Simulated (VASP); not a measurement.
Hf2N, 6 atoms in the cell. It takes space group P4_2/mnm (No. 136, tetragonal). Conventional cell: a = 5.296 Å, b = 5.296 Å, c = 3.227 Å, α = 90.00°, β = 90.00°, γ = 90.00°. Hf (site symmetry m2m) has 3 N at 2.21 to 2.22 Å within 2.9 Å. N (site symmetry mmm) has 6 Hf at 2.21 to 2.22 Å within 2.9 Å. 

| Quantity | Value |
| --- | --- |
| Program | VASP 6.6.1 |
| Task | single point |
| Functional | PBEsol |
| Potentials or basis | VASP PAW PBE potentials, release 64 (Hf_pv, N) |
| Cutoff | 520 eV |
| k mesh | 8 × 8 × 12 |
| Occupations | gaussian, width 0.1 eV |
| Spin | no spin polarisation |
| Dipole correction | no |
| Further INCAR settings | ALGO = Normal; EDIFF = 1e-06; NBANDS = 34 |

Potentials or basis: VASP PAW PBE potentials, release 64 (Hf_pv, N).

The run is started by

```console
$ cat potpaw_PBE.64/Hf_pv/POTCAR potpaw_PBE.64/N/POTCAR > POTCAR
$ mpirun -np 1 vasp_std > vasp.out
```

Hardware: 1 thread of AMD EPYC 9R45 96-Core Processor (Zen 5) (shared host).

Task: How long does it take, and how much memory?

Result: Wall time 3.2 min on 1 thread of AMD EPYC 9R45 96-Core Processor (Zen 5), with other jobs on the host, peak memory 0.33 GiB. Counts: scf iterations 14, k points 105.
